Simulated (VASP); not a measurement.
Write the native input for VASP 6.6.1 that does the following.

```yaml
Task: single point
Functional: r2SCAN
Potentials_or_basis: VASP PAW PBE potentials, release 64 (Li_sv, F)
Cutoff: 520 eV
k_mesh: 10 × 10 × 10
Occupations: gaussian, width 0.05 eV
Spin: no spin polarisation
Dipole_correction: no
Further_INCAR_settings: ALGO = Normal; EDIFF = 1e-06; NBANDS = 12
```

Crystal: LiF.

```xyz
2
Lattice="0.0000 2.1902 2.0140 2.0140 0.0000 2.0140 2.0140 2.1902 0.0000" Properties=species:S:1:pos:R:3 pbc="T T T"
Li    0.0000    0.0000    0.0000
F     2.0140    2.1902    2.0140
```

This cell differs from its parent crystal: strain +0.0875 x Voigt [0, 1, 0, 0, 0, 0].

The input as run:

POSCAR

```
LiF
1.0
    0.0000000000      2.1902250000      2.0140000000
    2.0140000000      0.0000000000      2.0140000000
    2.0140000000      2.1902250000      0.0000000000
Li F
1 1
Direct
    0.0000000000      0.0000000000      0.0000000000
    0.5000000000      0.5000000000      0.5000000000
```

INCAR.step1

```
SYSTEM = LiF
ALGO     = Normal         ! electronic algorithm
EDIFF    = 1E-4           ! SCF threshold, eV
ENCUT    = 520            ! plane-wave cutoff, eV
GGA      = PE             ! functional
ISMEAR   = 0              ! smearing method
LASPH    = .TRUE.         ! aspherical terms in the spheres
LCHARG   = .FALSE.        ! write CHGCAR
LREAL    = .FALSE.        ! projectors in reciprocal space
LWAVE    = .TRUE.         ! write WAVECAR
NBANDS   = 12             ! bands
NELM     = 80             ! most SCF steps
PREC     = Accurate       ! precision mode
SIGMA    = 0.05           ! smearing width, eV
```

INCAR.step2

```
SYSTEM = LiF
ALGO     = Normal         ! electronic algorithm
EDIFF    = 1E-6           ! SCF threshold, eV
ENCUT    = 520            ! plane-wave cutoff, eV
ISIF     = 2              ! what is computed and relaxed
ISMEAR   = 0              ! smearing method
ISTART   = 1            
LASPH    = .TRUE.         ! aspherical terms in the spheres
LCHARG   = .TRUE.         ! write CHGCAR
LELF     = .TRUE.         ! ELF
LMIXTAU  = .TRUE.       
LREAL    = .FALSE.        ! projectors in reciprocal space
LVHAR    = .TRUE.       
LWAVE    = .FALSE.        ! write WAVECAR
METAGGA  = R2SCAN         ! meta-GGA
NBANDS   = 12             ! bands
NELM     = 80             ! most SCF steps
PREC     = Accurate       ! precision mode
SIGMA    = 0.05           ! smearing width, eV
```

KPOINTS

```
k-points
0
G
  10 10 10
  0 0 0
```

Potentials or basis: VASP PAW PBE potentials, release 64 (Li_sv, F).

Run with:

```sh
$ cat potpaw_PBE.64/Li_sv/POTCAR potpaw_PBE.64/F/POTCAR > POTCAR
$ cp INCAR.step1 INCAR
$ mpirun -np 1 vasp_std > vasp.out
$ cp INCAR.step2 INCAR
$ mpirun -np 1 vasp_std > vasp.out
```

It gave:

```json
{
  "Band gap on the k mesh": "9.39 eV"
}
```

Caveat: the cell differs from its parent crystal (strain +0.0875 x Voigt [0, 1, 0, 0, 0, 0]).

It took 88 s on 1 thread of Intel Xeon 8259CL, on a shared host, peak memory 0.14 GiB.
